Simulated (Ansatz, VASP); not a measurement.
**W2AuN3: VASP beside Ansatz**

```
W Au N
1.0
     3.85222    0.00000    0.00000
     0.00000    4.18985    3.47580
     0.00000   -4.18985    3.47580
W Au N
2 1 3
Direct
  0.50000 0.28040 0.28040
  0.00000 0.57250 0.57250
  0.50000 0.88750 0.88750
  0.50000 0.29394 0.94842
  0.50000 0.94842 0.29394
  0.50000 0.58686 0.58686
```

Alike in both runs: functional PBE; k mesh 3 × 3 × 3; occupations gaussian, width 0.15 eV; no spin polarisation.

Ansatz relaxed the structure, and its values are those at the end. VASP's run is a single point on that final structure, the one shown.

|  | VASP | Ansatz |
| --- | --- | --- |
| version | VASP 6.6.1 | Ansatz 0.2.0 |
| potentials or method | VASP PAW PBE potentials, release 64 (W_sv, Au, N), cutoff 600 eV | scalar-relativistic, plane waves, PAW |
| valence electrons in the cell | 54 | 62 |

|  | VASP | Ansatz | Ansatz less VASP |
| --- | --- | --- | --- |
| gap on the k mesh at the Fermi level (eV) | none | none | - |
| pressure (GPa) | 0.4 | -0.1 | -0.49 |
| rms of the force components (eV/Å) | 0.061 | 0.023 | -0.0384 |

A gap of «none» marks a metal or a gap that the smearing closes. With one functional, cell and mesh, what is left measures potentials, basis and numerics. VASP's potentials hold 54 valence electrons a cell and Ansatz's 62, so a difference there can come from the potentials and not from the codes.

The k mesh is coarse, so the values compare programs but aren't converged. Neither program's run includes spin-orbit coupling.
